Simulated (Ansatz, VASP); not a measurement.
**MgO: VASP beside Ansatz**

```
CELL_PARAMETERS angstrom
3.30779 0.00000 0.00000
-1.65389 2.86463 0.00000
0.00000 0.00000 4.98288
ATOMIC_POSITIONS crystal
Mg 0.33333 0.66667 0.00216
Mg 0.66667 0.33333 0.50216
O 0.33333 0.66667 0.40244
O 0.66667 0.33333 0.90244
```

Alike in both runs: task single point; functional LDA; k mesh 9 × 9 × 6; occupations gaussian, width 0.05 eV; no spin polarisation.

|  | VASP | Ansatz |
| --- | --- | --- |
| version | VASP 6.6.1 | Ansatz 0.2.0 |
| potentials or method | VASP PAW LDA potentials, release 64 (Mg_sv, O), cutoff 750 eV | scalar-relativistic, plane waves, PAW |
| valence electrons in the cell | 32 | 32 |

Ansatz gave:

| Item | Value |
| --- | --- |
| gap on the k mesh at the Fermi level (eV) | 3.36 |
| least direct gap on the mesh (eV) | 3.36 |
| pressure (GPa) | -4.3 |
| traceless stress, the component that is largest in VASP (GPa) | 0.33 |
| rms of the force components (eV/Å) | 0.023 |

**Question.** Estimate VASP's values.

**Answer.** gap on the k mesh at the Fermi level (eV): 3.37; least direct gap on the mesh (eV): 3.37; pressure (GPa): -4.3; traceless stress, the component that is largest in VASP (GPa): 0.22; rms of the force components (eV/Å): 0.019.

LDA's correlation is that of Perdew and Zunger in VASP and of Perdew and Wang (1992) in Ansatz. Atom by atom the forces differ by 0.004 eV/Å (rms over components).
